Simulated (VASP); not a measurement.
# As (Fm-3m) in VASP: a series of runs

As is run at these levels: PBEsol; tasks: single point.

Everything below comes from runs of VASP 6.6.1. Logs are shortened: lines on timing, memory, paths and dates and some standing lists are left out, and cuts for length are marked.

**1. The cell of the first run**

Symmetry: Fm-3m, No. 225, cubic system. The conventional cell has a = 4.194 Å, b = 4.194 Å, c = 4.194 Å, α = 90.00°, β = 90.00°, γ = 90.00°. As (site symmetry m-3m) has 12 As at 2.97 Å within 3.9 Å.

**2. Single point, PBEsol**

Contents of INCAR:

```
SYSTEM = As
  PREC = Accurate
  ENCUT = 520
  EDIFF = 1E-7
  ISMEAR = -1
  SIGMA = 0.1
  LREAL = .False.
  LASPH = .True.
  NELM = 100
  ALGO = Normal
  ISIF = 2
  LWAVE = .False.
  LCHARG = .False.
  GGA = PS
  NBANDS = 8
```

Contents of KPOINTS:

```
Automatic mesh
0
Gamma
  15 15 15
  0 0 0
```

Contents of POSCAR:

```
As
1.0
    0.0000000000      2.0970515564      2.0970515564
    2.0970515564      0.0000000000      2.0970515564
    2.0970515564      2.0970515564      0.0000000000
As
1
Direct
    0.0000000000      0.0000000000      0.0000000000
```

Potentials or basis: VASP PAW PBE potentials, release 64 (As).

Launch:

```
> cat potpaw_PBE.64/As/POTCAR > POTCAR
> mpirun -np 1 vasp_std > vasp.out
```

OUTCAR:

```text
SYSTEM = As
   PREC = Accurate
   ENCUT = 520
   EDIFF = 1E-7
   ISMEAR = -1
   LREAL = .False.
   LASPH = .True.
   NELM = 100
   ISIF = 2
   GGA = PS

 ion  position               nearest neighbor table
   1  0.000  0.000  0.000-

  LATTYP: Found a face centered cubic cell.
 ALAT       =     4.1941031128

  Lattice vectors:

 A1 = (   0.0000000000,   2.0970515564,   2.0970515564)
 A2 = (   2.0970515564,   0.0000000000,   2.0970515564)
 A3 = (   2.0970515564,   2.0970515564,   0.0000000000)

Analysis of symmetry for initial positions (statically):
=====================================================================
 Subroutine PRICEL returns:
 Original cell was already a primitive cell.

 Routine SETGRP: Setting up the symmetry group for a
 face centered cubic supercell.

 Subroutine GETGRP returns: Found 48 space group operations
 (whereof 48 operations were pure point group operations)
 out of a pool of 48 trial point group operations.

The static configuration has the point symmetry O_h .

Analysis of symmetry for dynamics (positions and initial velocities):
=====================================================================
 Subroutine PRICEL returns:
 Original cell was already a primitive cell.

 Routine SETGRP: Setting up the symmetry group for a
 face centered cubic supercell.

 Subroutine GETGRP returns: Found 48 space group operations
 (whereof 48 operations were pure point group operations)
 out of a pool of 48 trial point group operations.

The dynamic configuration has the point symmetry O_h .

 Subroutine INISYM returns: Found 48 space group operations
 (whereof 48 operations are pure point group operations),
 and found     1 'primitive' translations

----------------------------------------------------------------------------------------

                                     Primitive cell

  volume of cell :      18.4441

  direct lattice vectors                    reciprocal lattice vectors
     0.000000000  2.097051556  2.097051556    -0.238429999  0.238429999  0.238429999
     2.097051556  0.000000000  2.097051556     0.238429999 -0.238429999  0.238429999
     2.097051556  2.097051556  0.000000000     0.238429999  0.238429999 -0.238429999

  length of vectors
     2.965678752  2.965678752  2.965678752     0.412972872  0.412972872  0.412972872

  position of ions in fractional coordinates (direct lattice)
     0.000000000  0.000000000  0.000000000

  ion indices of the primitive-cell ions
   primitive index   ion index
                 1           1

----------------------------------------------------------------------------------------

 KPOINTS: Automatic mesh

Automatic generation of k-mesh.
 Grid dimensions read from file:
 generate k-points for:   15   15   15

 Generating k-lattice:

  Cartesian coordinates                     Fractional coordinates (reciprocal lattice)
    -0.015895333  0.015895333  0.015895333     0.066666667  0.000000000  0.000000000
     0.015895333 -0.015895333  0.015895333     0.000000000  0.066666667  0.000000000
     0.015895333  0.015895333 -0.015895333     0.000000000  0.000000000  0.066666667

  Length of vectors
     0.027531525  0.027531525  0.027531525

  Shift w.r.t. Gamma in fractional coordinates (k-lattice)
     0.000000000  0.000000000  0.000000000

 Subroutine IBZKPT returns following result:
 ===========================================

 Found    120 irreducible k-points:

 Following reciprocal coordinates:
            Coordinates               Weight
  0.000000  0.000000  0.000000      1.000000
  0.066667  0.000000  0.000000      8.000000
  0.133333  0.000000  0.000000      8.000000
  0.200000  0.000000  0.000000      8.000000
  0.266667  0.000000  0.000000      8.000000
  0.333333  0.000000  0.000000      8.000000
[... 16 lines left out ...]
  0.133333  0.133333  0.000000      6.000000
  0.200000  0.133333  0.000000     24.000000
 [... further k-points ...]
   k-points           NKPTS =    120   k-points in BZ     NKDIM =    120   number of bands    NBANDS=      8
   number of dos      NEDOS =    301   number of ions     NIONS =      1
   total plane-waves  NPLWV =  13824
   dimension x,y,z NGX =    24 NGY =   24 NGZ =   24
   dimension x,y,z NGXF=    48 NGYF=   48 NGZF=   48
   ions per type =               1
   NGX,Y,Z   is equivalent  to a cutoff of  13.45, 13.45, 13.45 a.u.
   NGXF,Y,Z  is equivalent  to a cutoff of  26.91, 26.91, 26.91 a.u.
 SYSTEM =  As
   PREC   = accura    normal or accurate (medium, high low for compatibility)
   ISTART =      0    job   : 0-new  1-cont  2-samecut
   ICHARG =      2    charge: 1-file 2-atom 10-const
   ISPIN  =      1    spin polarized calculation?
   LNONCOLLINEAR =      F non collinear calculations
   LSORBIT =      F    spin-orbit coupling
   LASPH  =      T    aspherical Exc in radial PAW
   ENCUT  =  520.0 eV  38.22 Ry    6.18 a.u.   5.51  5.51  5.51*2*pi/ulx,y,z
   NELM   =    100;   NELMIN=  2; NELMDL= -5     # of ELM steps
   EDIFF  = 0.1E-06   stopping-criterion for ELM
   LREAL  =      F    real-space projection
   EDIFFG = 0.1E-05   stopping-criterion for IOM
   NSW    =      0    number of steps for IOM
   IBRION =     -1    ionic relax: 0-MD 1-quasi-New 2-CG
   NFREE  =      0    steps in history (QN), initial steepest desc. (CG)
   ISIF   =      2    stress and relaxation
   ISYM   =      2    0-nonsym 1-usesym 2-fastsym
   POTIM  = 0.5000    time-step for ionic-motion
   TEBEG  =    0.0;   TEEND  =   0.0 temperature during run
   PSTRESS=    0.0 pullay stress
   NELECT =       5.0000    total number of electrons
   NUPDOWN=      -1.0000    fix difference up-down
   EMIN   =  10.00;   EMAX   =-10.00  energy-range for DOS
   EFERMI =   0.00;   METHOD = LEGACY
   ISMEAR =    -1;   SIGMA  =   0.10  broadening in eV -4-tet -1-fermi 0-gaus
   EFERMI_NEDOS =   21; number of points for ismear=-14 and -15
   IALGO  =     38    algorithm
   IMIX   =      4    mixing-type and parameters
     AMIX     =   0.40;   BMIX     =  1.00
     AMIX_MAG =   1.60;   BMIX_MAG =  1.00
  volume/ion in A,a.u.               =      18.44       124.47
  Fermi-wavevector in a.u.,A,eV,Ry     =   1.059528  2.002217 15.273891  1.122599
  Thomas-Fermi vector in A             =   2.194877
   LORBIT       =      0    0 simple, 1 ext, 2 COOP (PROOUT), +10 PAW based schemes
   GGA     = PS    functional components
   LHFCALC =     F    Hartree Fock is set to
   AEXX    =    0.0000 exact exchange contribution
   IVDW    =     0    specifies the selected vdW correction
   LEPSILON=     F    determine dielectric tensor
   LRPA    =     F    only Hartree local field effects (RPA)
 non-spin polarized calculation
  energy-cutoff  :      520.00
  volume of cell :       18.44
 maximum number of plane-waves:       531
 NGX is ok and might be reduce to    24
   NGX = 11   NGY = 11   NGZ = 11

 number of electron       4.9999999 magnetization

 Free energy of the ion-electron system (eV)
  ---------------------------------------------------
  ext. energy  EPLUGINS =         0.00000000
  ---------------------------------------------------
  free energy    TOTEN  =        -4.64022863 eV

  energy without entropy =       -4.62298327  energy(sigma->0) =       -4.63160595

 E-fermi :   6.8324     XC(G=0): -11.0098

 val. band max:        6.8187426241   @ k =  -0.2000   0.0667   0.0000
 cond. band min:       6.8940294796   @ k =  -0.4000   0.4667   0.0667
 fundamental gap:      0.0752868555
 Fermi energy:         6.8323852374

 k-point     1 :       0.0000    0.0000    0.0000
  band No.  band energies     occupation
      1      -8.6617      2.00000
      2      12.8107      0.00000
      3      12.8107      0.00000
      4      12.8107      0.00000
      5      19.2720      0.00000
      6      19.2720      0.00000
      7      19.2720      0.00000
      8      21.3338      0.00000

 k-point     2 :       0.0667    0.0000    0.0000
  band No.  band energies     occupation
      1      -8.5540      2.00000
      2      11.8959      0.00000
      3      12.6823      0.00000
      4      12.6823      0.00000
      5      18.7912      0.00000
      6      19.5131      0.00000
      7      19.5131      0.00000
      8      21.7822      0.00000

 k-point     3 :       0.1333    0.0000    0.0000
  band No.  band energies     occupation
      1      -8.2321      2.00000
      2       9.8703      0.00000
      3      12.3630      0.00000
      4      12.3630      0.00000
      5      18.1125      0.00000
      6      20.0550      0.00000
      7      20.0550      0.00000
      8      22.7905      0.00000

 k-point     4 :       0.2000    0.0000    0.0000
  band No.  band energies     occupation
      1      -7.6998      2.00000
      2       7.5444      0.00162
      3      11.9759      0.00000
      4      11.9759      0.00000
      5      17.5653      0.00000
      6      20.2381      0.00000
      7      20.2381      0.00000
      8      23.2799      0.00000

 k-point     5 :       0.2667    0.0000    0.0000
  band No.  band energies     occupation
      1      -6.9668      2.00000
      2       5.2439      2.00000
      3      11.6126      0.00000
      4      11.6126      0.00000
      5      17.1751      0.00000
      6      19.6858      0.00000
      7      19.6858      0.00000
      8      22.4316      0.00000

 k-point     6 :       0.3333    0.0000    0.0000
  band No.  band energies     occupation
      1      -6.0571      2.00000
      2       3.1084      2.00000
      3      11.3213      0.00000
      4      11.3213      0.00000
      5      16.9310      0.00000
      6      18.9978      0.00000
      7      18.9978      0.00000
      8      21.5264      0.00000

 k-point     7 :       0.4000    0.0000    0.0000
  band No.  band energies     occupation
      1      -5.0415      2.00000
      2       1.2577      2.00000
      3      11.1225      0.00000
      4      11.1225      0.00000
      5      16.8051      0.00000
      6      18.4745      0.00000
      7      18.4745      0.00000
      8      20.8528      0.00000

 k-point     8 :       0.4667    0.0000    0.0000
  band No.  band energies     occupation
      1      -4.1817      2.00000
      2      -0.0242      2.00000
      3      11.0226      0.00000
      4      11.0226      0.00000
      5      16.7584      0.00000
      6      18.1997      0.00000
      7      18.1997      0.00000
      8      20.4940      0.00000

 k-point     9 :       0.0667    0.0667    0.0000
  band No.  band energies     occupation
      1      -8.5181      2.00000
      2      12.2559      0.00000
      3      12.3091      0.00000
      4      12.3091      0.00000
      5      18.1611      0.00000
      6      19.9601      0.00000
      7      19.9601      0.00000
      8      21.7511      0.00000

 k-point    10 :       0.1333    0.0667    0.0000
  band No.  band energies     occupation
      1      -8.2675      2.00000
      2      10.5837      0.00000
      3      11.8276      0.00000
      4      12.3053      0.00000
      5      17.7018      0.00000
      6      20.1931      0.00000
      7      20.6827      0.00000
      8      21.4240      0.00000
[... 78 lines left out ...]
 k-point    18 :      -0.3333    0.0667    0.0000
  band No.  band energies     occupation
      1      -5.6327      2.00000
      2       2.5376      2.00000
      3      10.0671      0.00000
      4      11.4698      0.00000
      5      17.5038      0.00000
      6      18.2982      0.00000
      7      18.7457      0.00000
      8      22.5933      0.00000

 k-point    19 :      -0.2667    0.0667    0.0000
  band No.  band energies     occupation
      1      -6.5881      2.00000
      2       4.5829      2.00000
      3      10.2398      0.00000
      4      11.8898      0.00000
      5      17.6753      0.00000
      6      19.1212      0.00000
      7      19.2371      0.00000
      8      23.0538      0.00000

 k-point    20 :      -0.2000    0.0667    0.0000
  band No.  band energies     occupation
      1      -7.3827      2.00000
      2       6.8187      1.06811
      3      10.5638      0.00000
      4      12.3122      0.00000
      5      17.9300      0.00000
      6      19.8356      0.00000
      7      20.0378      0.00000
      8      22.3539      0.00000

 k-point    21 :      -0.1333    0.0667    0.0000
  band No.  band energies     occupation
      1      -7.9826      2.00000
      2       9.1023      0.00000
      3      11.0382      0.00000
      4      12.6574      0.00000
      5      18.2344      0.00000
      6      19.9233      0.00000
      7      20.4227      0.00000
      8      22.1990      0.00000

 k-point    22 :      -0.0667    0.0667    0.0000
  band No.  band energies     occupation
      1      -8.3749      2.00000
      2      11.0368      0.00000
      3      11.7532      0.00000
      4      12.8108      0.00000
      5      18.4801      0.00000
      6      19.5428      0.00000
      7      20.0491      0.00000
      8      22.3305      0.00000

 k-point    23 :       0.1333    0.1333    0.0000
  band No.  band energies     occupation
      1      -8.0884      2.00000
      2      10.9176      0.00000
      3      11.2259      0.00000
      4      11.2259      0.00000
      5      16.5929      0.00000
      6      19.8513      0.00000
      7      21.5815      0.00000
      8      21.5815      0.00000

 k-point    24 :       0.2000    0.1333    0.0000
  band No.  band energies     occupation
      1      -7.6969      2.00000
      2       9.1253      0.00000
      3      10.6790      0.00000
      4      11.1044      0.00000
      5      16.3116      0.00000
      6      18.6506      0.00000
      7      21.8841      0.00000
      8      22.3783      0.00000

 [... further k-points ...]

------------------------ aborting loop because EDIFF is reached ----------------------------------------

  FORCE on cell =-STRESS in cart. coord.  units (eV):
  Direction    XX          YY          ZZ          XY          YZ          ZX
  --------------------------------------------------------------------------------------
  -------------------------------------------------------------------------------------
  Total        0.0265891      0.0265891      0.0265891     -0.0000000     -0.0000000      0.0000000
  in kB        2.3097089      2.3097089      2.3097089     -0.0000000     -0.0000000      0.0000000
  external PRESSURE =       2.3097089 kB  Pullay stress =       0.0000000 kB

 VOLUME and BASIS-vectors are now :
 -----------------------------------------------------------------------------
  energy-cutoff  :      520.00
  volume of cell :       18.44
      direct lattice vectors                 reciprocal lattice vectors
     0.000000000  2.097051556  2.097051556    -0.238429999  0.238429999  0.238429999
     2.097051556  0.000000000  2.097051556     0.238429999 -0.238429999  0.238429999
     2.097051556  2.097051556  0.000000000     0.238429999  0.238429999 -0.238429999

 POSITION                                       TOTAL-FORCE (eV/Angst)
 -----------------------------------------------------------------------------------
      0.00000      0.00000      0.00000        -0.000000     -0.000000     -0.000000
 -----------------------------------------------------------------------------------
    total drift:                                0.000000     -0.000000      0.000000

  FREE ENERGIE OF THE ION-ELECTRON SYSTEM (eV)
  ---------------------------------------------------
  free  energy   TOTEN  =        -4.6402286313 eV

  energy  without entropy=       -4.6229832732  energy(sigma->0) =       -4.63160595
```

Run time: 11 s. Hardware: 1 thread of Intel Xeon Platinum 8259CL at 2.50GHz (Skylake/Cascade Lake), shared host; peak memory 0.15 GiB.

What came out:

* Free energy: -4.6402 eV
* Pressure: 0.2 GPa

Caveat: the PAW data sets were made with another functional, which shifts forces and pressure a little.

**3. Single point, PBEsol (volume scaled by 1.04)**

Contents of INCAR:

```
SYSTEM = As
PREC = Accurate
ENCUT = 520
EDIFF = 1E-6
ISMEAR = -1
SIGMA = 0.1
LREAL = .False.
LASPH = .True.
NELM = 80
ALGO = Normal
ISIF = 2
LWAVE = .False.
LCHARG = .True.
GGA = PS
LELF = .True.
LVHAR = .True.
NBANDS = 8
```

Contents of KPOINTS:

```
regular mesh
0
Gamma
  15 15 15
  0 0 0
```

Contents of POSCAR:

```
As
1.0
    0.0000000000      2.1246475046      2.1246475046
    2.1246475046      0.0000000000      2.1246475046
    2.1246475046      2.1246475046      0.0000000000
As
1
Direct
    0.0000000000      0.0000000000      0.0000000000
```

Potentials or basis: VASP PAW PBE potentials, release 64 (As).

Launch:

```
> cat potpaw_PBE.64/As/POTCAR > POTCAR
> mpirun -np 1 vasp_std > vasp.out
```

OUTCAR:

```text
SYSTEM = As
   PREC = Accurate
   ENCUT = 520
   EDIFF = 1E-6
   ISMEAR = -1
   LREAL = .False.
   LASPH = .True.
   NELM = 80
   ISIF = 2
   GGA = PS

 ion  position               nearest neighbor table
   1  0.000  0.000  0.000-

  LATTYP: Found a face centered cubic cell.
 ALAT       =     4.2492950092

  Lattice vectors:

 A1 = (   0.0000000000,   2.1246475046,   2.1246475046)
 A2 = (   2.1246475046,   0.0000000000,   2.1246475046)
 A3 = (   2.1246475046,   2.1246475046,   0.0000000000)

Analysis of symmetry for initial positions (statically):
=====================================================================
 Subroutine PRICEL returns:
 Original cell was already a primitive cell.

 Routine SETGRP: Setting up the symmetry group for a
 face centered cubic supercell.

 Subroutine GETGRP returns: Found 48 space group operations
 (whereof 48 operations were pure point group operations)
 out of a pool of 48 trial point group operations.

The static configuration has the point symmetry O_h .

Analysis of symmetry for dynamics (positions and initial velocities):
[... 160 lines left out ...]
 fundamental gap:      0.0594068227
 Fermi energy:         6.3775576332

 k-point     1 :       0.0000    0.0000    0.0000
  band No.  band energies     occupation
      1      -8.7555      2.00000
      2      12.0455      0.00000
      3      12.0455      0.00000
      4      12.0455      0.00000
      5      18.6645      0.00000
      6      18.6645      0.00000
      7      18.6645      0.00000
      8      20.2381      0.00000
[... 243 lines left out ...]
 k-point    24 :       0.2000    0.1333    0.0000
  band No.  band energies     occupation
      1      -7.8263      2.00000
      2       8.5057      0.00000
      3      10.0566      0.00000
      4      10.4252      0.00000
      5      15.7860      0.00000
      6      18.0553      0.00000
      7      21.0911      0.00000
      8      21.5972      0.00000

 [... further k-points ...]

------------------------ aborting loop because EDIFF is reached ----------------------------------------

  FORCE on cell =-STRESS in cart. coord.  units (eV):
  Direction    XX          YY          ZZ          XY          YZ          ZX
  --------------------------------------------------------------------------------------
  -------------------------------------------------------------------------------------
  Total       -0.3760378     -0.3760378     -0.3760378     -0.0000000     -0.0000000      0.0000000
  in kB      -31.4088084    -31.4088084    -31.4088084     -0.0000000     -0.0000000      0.0000000
  external PRESSURE =     -31.4088084 kB  Pullay stress =       0.0000000 kB

 VOLUME and BASIS-vectors are now :
 -----------------------------------------------------------------------------
  energy-cutoff  :      520.00
  volume of cell :       19.18
      direct lattice vectors                 reciprocal lattice vectors
     0.000000000  2.124647505  2.124647505    -0.235333155  0.235333155  0.235333155
     2.124647505  0.000000000  2.124647505     0.235333155 -0.235333155  0.235333155
     2.124647505  2.124647505  0.000000000     0.235333155  0.235333155 -0.235333155

 POSITION                                       TOTAL-FORCE (eV/Angst)
 -----------------------------------------------------------------------------------
      0.00000      0.00000      0.00000        -0.000000     -0.000000      0.000000
 -----------------------------------------------------------------------------------
    total drift:                                0.000000     -0.000000     -0.000000

  FREE ENERGIE OF THE ION-ELECTRON SYSTEM (eV)
  ---------------------------------------------------
  free  energy   TOTEN  =        -4.6333048021 eV

  energy  without entropy=       -4.6158496667  energy(sigma->0) =       -4.62457723
```

Run time: 14 s. Hardware: 1 thread of Intel Xeon Platinum 8259CL at 2.50GHz (Skylake/Cascade Lake), shared host; peak memory 0.15 GiB.

Results:

| Property | Result |
| --- | --- |
| Free energy | -4.6333 eV |
| Pressure | -3.1 GPa |

Caveat: the PAW data sets were made with another functional, which shifts forces and pressure a little.

(Continued in part 2 of 2.)
